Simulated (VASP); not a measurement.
# TiH (P4_2/mmc) in VASP: a series of runs

The runs below take TiH through single point, with PBEsol.

Program: VASP 6.6.1. These are calculated values, not measurements. Logs are shortened: lines on timing, memory, paths and dates and some standing lists are left out, and cuts for length are marked.

## Step 1: The cell of the first run

The structure is tetragonal, space group P4_2/mmc (No. 131). Conventional cell: a = 2.947 Å, b = 2.947 Å, c = 4.568 Å, α = 90.00°, β = 90.00°, γ = 90.00°. Ti (site symmetry mmm) has 4 H at 1.86 Å within 2.5 Å. H (site symmetry -4m2) has 4 Ti at 1.86 Å and 2 H at 2.28 Å within 2.5 Å.

## Step 2: Single point, PBEsol

Contents of INCAR:

```
ALGO = Normal
EDIFF = 1E-6
ENCUT = 520
GGA = PS
ISIF = 2
ISMEAR = -1
LASPH = True
LCHARG = False
LREAL = False
LWAVE = False
NBANDS = 21
NELM = 60
PREC = Accurate
SIGMA = 0.1
```

Contents of KPOINTS:

```
k-points
0
Gamma
  3 3 2
```

Contents of POSCAR:

```
TiH
1.0
    2.9474900000      0.0000000000      0.0000000000
    0.0000000000      2.9474900000      0.0000000000
    0.0000000000      0.0000000000      4.5681400000
Ti H
2 2
Direct
    0.5000000000      0.0000000000      0.5000000000
    0.0000000000      0.5000000000      0.0000000000
    0.0000000000      0.0000000000      0.2500000000
    0.0000000000      0.0000000000      0.7500000000
```

Potentials or basis: VASP PAW PBE potentials, release 64 (Ti_sv, H).

On the command line:

```
> cat potpaw_PBE.64/Ti_sv/POTCAR potpaw_PBE.64/H/POTCAR > POTCAR
> mpirun -np 1 vasp_std > vasp.out
```

OUTCAR:

```text
EDIFF = 1E-6
   ENCUT = 520
   GGA = PS
   ISIF = 2
   ISMEAR = -1
   LASPH = True
   LREAL = False
   NELM = 60
   PREC = Accurate

 ion  position               nearest neighbor table
   1  0.500  0.000  0.500-   3 1.86   4 1.86   3 1.86   4 1.86
   2  0.000  0.500  0.000-   3 1.86   4 1.86   3 1.86   4 1.86
   3  0.000  0.000  0.250-   1 1.86   2 1.86   2 1.86   1 1.86
   4  0.000  0.000  0.750-   1 1.86   2 1.86   2 1.86   1 1.86

  LATTYP: Found a simple tetragonal cell.
 ALAT       =     2.9474900000
 C/A-ratio  =     1.5498407119

  Lattice vectors:

 A1 = (   2.9474900000,   0.0000000000,   0.0000000000)
 A2 = (   0.0000000000,   2.9474900000,   0.0000000000)
 A3 = (   0.0000000000,   0.0000000000,   4.5681400000)

Analysis of symmetry for initial positions (statically):
=====================================================================
 Subroutine PRICEL returns:
 Original cell was already a primitive cell.

 Routine SETGRP: Setting up the symmetry group for a
 simple tetragonal supercell.

 Subroutine GETGRP returns: Found 16 space group operations
 (whereof  8 operations were pure point group operations)
 out of a pool of 16 trial point group operations.

The static configuration has the point symmetry D_2h.
 The point group associated with its full space group is D_4h.

Analysis of symmetry for dynamics (positions and initial velocities):
=====================================================================
 Subroutine PRICEL returns:
 Original cell was already a primitive cell.

 Routine SETGRP: Setting up the symmetry group for a
 simple tetragonal supercell.

 Subroutine GETGRP returns: Found 16 space group operations
 (whereof  8 operations were pure point group operations)
 out of a pool of 16 trial point group operations.

The dynamic configuration has the point symmetry D_2h.
 The point group associated with its full space group is D_4h.

 Subroutine INISYM returns: Found 16 space group operations
 (whereof  8 operations are pure point group operations),
 and found     1 'primitive' translations

----------------------------------------------------------------------------------------

                                     Primitive cell

  volume of cell :      39.6866

  direct lattice vectors                    reciprocal lattice vectors
     2.947490000  0.000000000  0.000000000     0.339271719  0.000000000  0.000000000
     0.000000000  2.947490000  0.000000000     0.000000000  0.339271719  0.000000000
     0.000000000  0.000000000  4.568140000     0.000000000  0.000000000  0.218907477

  length of vectors
     2.947490000  2.947490000  4.568140000     0.339271719  0.339271719  0.218907477

  position of ions in fractional coordinates (direct lattice)
     0.500000000  0.000000000  0.500000000
     0.000000000  0.500000000  0.000000000
     0.000000000  0.000000000  0.250000000
     0.000000000  0.000000000  0.750000000

  ion indices of the primitive-cell ions
   primitive index   ion index
                 1           1
                 2           2
                 3           3
                 4           4

----------------------------------------------------------------------------------------

 KPOINTS: k-points

Automatic generation of k-mesh.
 Grid dimensions read from file:
 generate k-points for:    3    3    2

 Generating k-lattice:

  Cartesian coordinates                     Fractional coordinates (reciprocal lattice)
     0.113090573  0.000000000  0.000000000     0.333333333  0.000000000  0.000000000
     0.000000000  0.113090573  0.000000000     0.000000000  0.333333333  0.000000000
     0.000000000  0.000000000  0.109453738     0.000000000  0.000000000  0.500000000

  Length of vectors
     0.113090573  0.113090573  0.109453738

  Shift w.r.t. Gamma in fractional coordinates (k-lattice)
     0.000000000  0.000000000  0.000000000

 Subroutine IBZKPT returns following result:
 ===========================================

 Found      6 irreducible k-points:

 Following reciprocal coordinates:
            Coordinates               Weight
  0.000000  0.000000  0.000000      1.000000
  0.333333  0.000000  0.000000      4.000000
  0.333333  0.333333  0.000000      4.000000
  0.000000  0.000000  0.500000      1.000000
  0.333333  0.000000  0.500000      4.000000
  0.333333  0.333333  0.500000      4.000000
   k-points           NKPTS =      6   k-points in BZ     NKDIM =      6   number of bands    NBANDS=     21
   number of dos      NEDOS =    301   number of ions     NIONS =      4
   total plane-waves  NPLWV =  20736
   dimension x,y,z NGX =    24 NGY =   24 NGZ =   36
   dimension x,y,z NGXF=    48 NGYF=   48 NGZF=   72
   ions per type =               2   2
   NGX,Y,Z   is equivalent  to a cutoff of  13.54, 13.54, 13.10 a.u.
   NGXF,Y,Z  is equivalent  to a cutoff of  27.07, 27.07, 26.20 a.u.
 SYSTEM =  unknown system
   PREC   = accura    normal or accurate (medium, high low for compatibility)
   ISTART =      0    job   : 0-new  1-cont  2-samecut
   ICHARG =      2    charge: 1-file 2-atom 10-const
   ISPIN  =      1    spin polarized calculation?
   LNONCOLLINEAR =      F non collinear calculations
   LSORBIT =      F    spin-orbit coupling
   LASPH  =      T    aspherical Exc in radial PAW
   ENCUT  =  520.0 eV  38.22 Ry    6.18 a.u.   5.48  5.48  8.49*2*pi/ulx,y,z
   NELM   =     60;   NELMIN=  2; NELMDL= -5     # of ELM steps
   EDIFF  = 0.1E-05   stopping-criterion for ELM
   LREAL  =      F    real-space projection
   EDIFFG = 0.1E-04   stopping-criterion for IOM
   NSW    =      0    number of steps for IOM
   IBRION =     -1    ionic relax: 0-MD 1-quasi-New 2-CG
   NFREE  =      0    steps in history (QN), initial steepest desc. (CG)
   ISIF   =      2    stress and relaxation
   ISYM   =      2    0-nonsym 1-usesym 2-fastsym
   POTIM  = 0.5000    time-step for ionic-motion
   TEBEG  =    0.0;   TEEND  =   0.0 temperature during run
   PSTRESS=    0.0 pullay stress
   NELECT =      26.0000    total number of electrons
   NUPDOWN=      -1.0000    fix difference up-down
   EMIN   =  10.00;   EMAX   =-10.00  energy-range for DOS
   EFERMI =   0.00;   METHOD = LEGACY
   ISMEAR =    -1;   SIGMA  =   0.10  broadening in eV -4-tet -1-fermi 0-gaus
   EFERMI_NEDOS =   21; number of points for ismear=-14 and -15
   IALGO  =     38    algorithm
   IMIX   =      4    mixing-type and parameters
     AMIX     =   0.40;   BMIX     =  1.00
     AMIX_MAG =   1.60;   BMIX_MAG =  1.00
  volume/ion in A,a.u.               =       9.92        66.95
  Fermi-wavevector in a.u.,A,eV,Ry     =   1.421842  2.686891 27.505999  2.021634
  Thomas-Fermi vector in A             =   2.542609
   LORBIT       =      0    0 simple, 1 ext, 2 COOP (PROOUT), +10 PAW based schemes
   GGA     = PS    functional components
   LHFCALC =     F    Hartree Fock is set to
   AEXX    =    0.0000 exact exchange contribution
   IVDW    =     0    specifies the selected vdW correction
   LEPSILON=     F    determine dielectric tensor
   LRPA    =     F    only Hartree local field effects (RPA)
 non-spin polarized calculation
  energy-cutoff  :      520.00
  volume of cell :       39.69
 maximum number of plane-waves:      1079
 NGX is ok and might be reduce to    24
   NGX = 11   NGY = 11   NGZ = 17

 number of electron      25.9999998 magnetization

 Free energy of the ion-electron system (eV)
  ---------------------------------------------------
  ext. energy  EPLUGINS =         0.00000000
  ---------------------------------------------------
  free energy    TOTEN  =       -24.95286334 eV

  energy without entropy =      -24.86434685  energy(sigma->0) =      -24.90860509

 E-fermi :   7.3211     XC(G=0): -11.5896

 val. band max:        7.0791537201   @ k =   0.3333   0.0000   0.0000
 cond. band min:       7.3593511672   @ k =   0.3333   0.0000   0.5000
 fundamental gap:      0.2801974471
 Fermi energy:         7.3211169748

 k-point     1 :       0.0000    0.0000    0.0000
  band No.  band energies     occupation
      1     -49.2806      2.00000
      2     -49.1959      2.00000
      3     -25.8279      2.00000
      4     -25.5381      2.00000
      5     -25.5381      2.00000
      6     -25.3812      2.00000
[... 13 lines left out ...]
     20      10.5328      0.00000
     21      15.1027      0.00000

 k-point     2 :       0.3333    0.0000    0.0000
  band No.  band energies     occupation
      1     -49.2318      2.00000
      2     -49.1891      2.00000
      3     -25.8060      2.00000
      4     -25.6845      2.00000
      5     -25.5618      2.00000
      6     -25.5049      2.00000
[... 13 lines left out ...]
     20      12.3728      0.00000
     21      12.6258      0.00000

 k-point     3 :       0.3333    0.3333    0.0000
  band No.  band energies     occupation
      1     -49.1939      2.00000
      2     -49.1725      2.00000
      3     -25.8776      2.00000
      4     -25.6711      2.00000
      5     -25.6093      2.00000
      6     -25.5949      2.00000
[... 13 lines left out ...]
     20      12.3272      0.00000
     21      13.7139      0.00000

 k-point     4 :       0.0000    0.0000    0.5000
  band No.  band energies     occupation
      1     -49.2384      2.00000
      2     -49.2384      2.00000
      3     -25.6102      2.00000
      4     -25.6102      2.00000
      5     -25.5202      2.00000
      6     -25.5202      2.00000
[... 13 lines left out ...]
     20      10.1169      0.00000
     21      16.0914      0.00000

 k-point     5 :       0.3333    0.0000    0.5000
  band No.  band energies     occupation
      1     -49.2125      2.00000
      2     -49.2083      2.00000
      3     -25.8865      2.00000
      4     -25.7001      2.00000
      5     -25.5000      2.00000
      6     -25.4956      2.00000
[... 13 lines left out ...]
     20      10.2827      0.00000
     21      14.4075      0.00000

 k-point     6 :       0.3333    0.3333    0.5000
  band No.  band energies     occupation
      1     -49.1831      2.00000
      2     -49.1831      2.00000
      3     -25.8013      2.00000
      4     -25.8013      2.00000
      5     -25.5887      2.00000
      6     -25.5887      2.00000
[... 13 lines left out ...]
     20      11.3868      0.00000
     21      14.6022      0.00000

------------------------ aborting loop because EDIFF is reached ----------------------------------------

  FORCE on cell =-STRESS in cart. coord.  units (eV):
  Direction    XX          YY          ZZ          XY          YZ          ZX
  --------------------------------------------------------------------------------------
  -------------------------------------------------------------------------------------
  Total       -0.7641295     -0.7641295     -0.7508268     -0.0000000      0.0000000      0.0000000
  in kB      -30.8484596    -30.8484596    -30.3114196     -0.0000000      0.0000000      0.0000000
  external PRESSURE =     -30.6694463 kB  Pullay stress =       0.0000000 kB

 VOLUME and BASIS-vectors are now :
 -----------------------------------------------------------------------------
  energy-cutoff  :      520.00
  volume of cell :       39.69
      direct lattice vectors                 reciprocal lattice vectors
     2.947490000  0.000000000  0.000000000     0.339271719  0.000000000  0.000000000
     0.000000000  2.947490000  0.000000000     0.000000000  0.339271719  0.000000000
     0.000000000  0.000000000  4.568140000     0.000000000  0.000000000  0.218907477

 POSITION                                       TOTAL-FORCE (eV/Angst)
 -----------------------------------------------------------------------------------
      1.47375      0.00000      2.28407         0.000000      0.000000     -0.000000
      0.00000      1.47375      0.00000         0.000000      0.000000     -0.000000
      0.00000      0.00000      1.14203         0.000000      0.000000      0.000000
      0.00000      0.00000      3.42610        -0.000000      0.000000     -0.000000
 -----------------------------------------------------------------------------------
    total drift:                                0.000000      0.000000     -0.000000

  FREE ENERGIE OF THE ION-ELECTRON SYSTEM (eV)
  ---------------------------------------------------
  free  energy   TOTEN  =       -24.9528633400 eV

  energy  without entropy=      -24.8643468470  energy(sigma->0) =      -24.90860509
```

Run time: 8.4 s. Hardware: 1 thread of Intel Xeon 6975P-C, shared host; peak memory 0.15 GiB.

Results:

```yaml
Free_energy: -24.9529 eV
Pressure: -3.1 GPa
Band_gap_on_the_k_mesh: zero (band 13 reaches 7.47 eV, above the bottom of band 14 at 6.96 eV)
```

Caveat: the k points lie up to 0.71 Å⁻¹ apart; the PAW data sets were made with another functional, which shifts forces and pressure a little.

## Step 3: Single point, PBEsol

Contents of INCAR:

```
SYSTEM = TiH
ALGO = Normal
EDIFF = 1E-6
ENCUT = 520
GGA = PS
ISIF = 2
ISMEAR = -1
LASPH = .TRUE.
LCHARG = .TRUE.
LELF = .TRUE.
LREAL = .FALSE.
LVHAR = .TRUE.
LWAVE = .FALSE.
NBANDS = 21
NELM = 60
PREC = Accurate
SIGMA = 0.1
```

Contents of KPOINTS:

```
k-points
0
G
  4 4 2
  0 0 0
```

POSCAR is that of step 2.

Potentials or basis: VASP PAW PBE potentials, release 64 (Ti_sv, H).

On the command line:

```
> cat potpaw_PBE.64/Ti_sv/POTCAR potpaw_PBE.64/H/POTCAR > POTCAR
> mpirun -np 1 vasp_std > vasp.out
```

Run time: 12 s. Hardware: 1 thread of Intel Xeon 6975P-C, shared host; peak memory 0.15 GiB.

It converged, with:

```
Free energy            : -24.8850 eV
Pressure               : -2.9 GPa
Band gap on the k mesh : zero (band 13 reaches 7.53 eV, above the bottom of band 14 at 7.19 eV)
```

Stress tensor (GPa, compression positive):
```
-3.13  0.00  0.00
 0.00 -3.13  0.00
 0.00  0.00 -2.56
```

Levels at points of the mesh, in eV from the Fermi level:
```csv
k point,band 9,band 10,band 11,band 12,band 13,band 14,band 15,band 16,band 17,band 18
"(0.00, 0.00, 0.00)",-9.07,-3.74,-2.65,-2.30,0.11,0.66,0.66,1.66,2.48,3.12
"(0.50, 0.00, 0.00)",-6.76,-5.10,-2.11,-0.65,-0.46,-0.05,1.43,1.59,1.76,2.27
"(0.50, 0.50, 0.00)",-6.05,-4.28,-2.49,-2.49,-1.39,2.68,2.85,2.98,2.98,3.10
"(0.00, 0.00, 0.50)",-7.22,-7.22,-1.24,-1.24,0.12,0.12,1.44,1.44,1.90,1.90
"(0.50, 0.00, 0.50)",-7.13,-4.57,-2.40,-0.06,0.06,0.31,0.63,1.02,2.77,2.99
"(0.50, 0.50, 0.50)",-5.27,-5.27,-1.71,-1.71,-0.22,-0.22,1.51,1.51,3.48,3.48
```

Caveat: the k points lie up to 0.69 Å⁻¹ apart; the PAW data sets were made with another functional, which shifts forces and pressure a little.
